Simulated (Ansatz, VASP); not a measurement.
**One calculation of SrO, two programs**

The input INCAR:

```
PREC = Accurate
ENCUT = 910
EDIFF = 1E-6
ISMEAR = 0
SIGMA = 0.02
LREAL = False
LASPH = True
NELM = 120
ALGO = Normal
ISIF = 2
LWAVE = False
LCHARG = False
GGA = PS
NBANDS = 15
GGA_COMPAT = False
```

Contents of KPOINTS:

```
Automatic mesh
0
Gamma
  8 8 8
```

POSCAR

```
SrO
1.0
    0.0000000000      2.4759652423      2.4759652423
    2.4759652423      0.0000000000      2.4759652423
    2.4759652423      2.4759652423      0.0000000000
Sr O
1 1
Direct
    0.0000000000      0.0000000000      0.0000000000
    0.5000000000      0.5000000000      0.5000000000
```

Input for Ansatz:

```yaml
crystal:
  lattice:
    - [0.0, 2.4759652423, 2.4759652423]
    - [2.4759652423, 0.0, 2.4759652423]
    - [2.4759652423, 2.4759652423, 0.0]
  atoms:
    - { symbol: Sr, position: [0.0, 0.0, 0.0] }
    - { symbol: O, position: [0.5, 0.5, 0.5] }
basis:
  ecutwfc: 420
kpoints:
  mp_grid: { grid: [8, 8, 8] }
hamiltonian:
  xc: pbesol
scf:
  occupations: { method: gaussian, width: 0.02 }
output:
  forces: true
  stress: true
  eigenvalues: true
  populations: true
```

Alike in both runs: task single point; functional PBEsol; k mesh 8 × 8 × 8; occupations gaussian, width 0.02 eV; no spin polarisation.

|  | VASP | Ansatz |
| --- | --- | --- |
| version | VASP 6.6.1 | Ansatz 0.2.0 |
| potentials or method | VASP PAW PBE potentials, release 64 (Sr_sv, O_h), cutoff 910 eV | scalar-relativistic, plane waves, PAW |
| valence electrons in the cell | 16 | 16 |

```csv
,VASP,Ansatz,Ansatz less VASP
gap on the k mesh at the Fermi level (eV),3.03,3.08,+0.045
least direct gap on the mesh (eV),3.03,3.08,+0.045
```

VASP's potentials were made for PBE, not for PBEsol.

Noted on VASP's run: the cutoff is short for stress, so the pressure is rough.
